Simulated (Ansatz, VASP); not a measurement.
MgS in VASP and in Ansatz

```
Mg S
1.0
     8.56154    0.00000    0.00000
     0.00000    8.56154    0.00000
     0.00000    0.00000    5.25981
Mg S
8 8
Direct
  0.63992 0.64650 0.00000
  0.85350 0.86008 0.50000
  0.36008 0.35350 0.00000
  0.14650 0.13992 0.50000
  0.64650 0.36008 0.50000
  0.86008 0.14650 0.00000
  0.35350 0.63992 0.50000
  0.13992 0.85350 0.00000
  0.14773 0.84506 0.50000
  0.34506 0.64773 0.00000
  0.85227 0.15494 0.50000
  0.65494 0.35227 0.00000
  0.15494 0.14773 0.00000
  0.35227 0.34506 0.50000
  0.84506 0.85227 0.00000
  0.64773 0.65494 0.50000
```

Alike in both runs: functional PBE; k mesh 2 × 2 × 4; occupations gaussian, width 0.1 eV; no spin polarisation.

Ansatz relaxed the structure, and its values are those at the end. VASP's run is a single point on that final structure, the one shown.

```csv
,VASP,Ansatz
version,VASP 6.6.1,Ansatz 0.2.0
potentials or method,"VASP PAW PBE potentials, release 64 (Mg, S), cutoff 600 eV","scalar-relativistic, plane waves, PAW"
valence electrons in the cell,64,128
```

|  | VASP | Ansatz | Ansatz less VASP |
| --- | --- | --- | --- |
| gap on the k mesh at the Fermi level (eV) | 2.92 | 2.93 | +0.007 |
| least direct gap on the mesh (eV) | 2.92 | 2.93 | +0.007 |
| pressure (GPa) | -0.2 | -0.1 | +0.16 |
| rms of the force components (eV/Å) | 0.006 | 0.004 | -0.0020 |

VASP's potentials hold 64 valence electrons a cell and Ansatz's 128, so a difference there can come from the potentials and not from the codes.
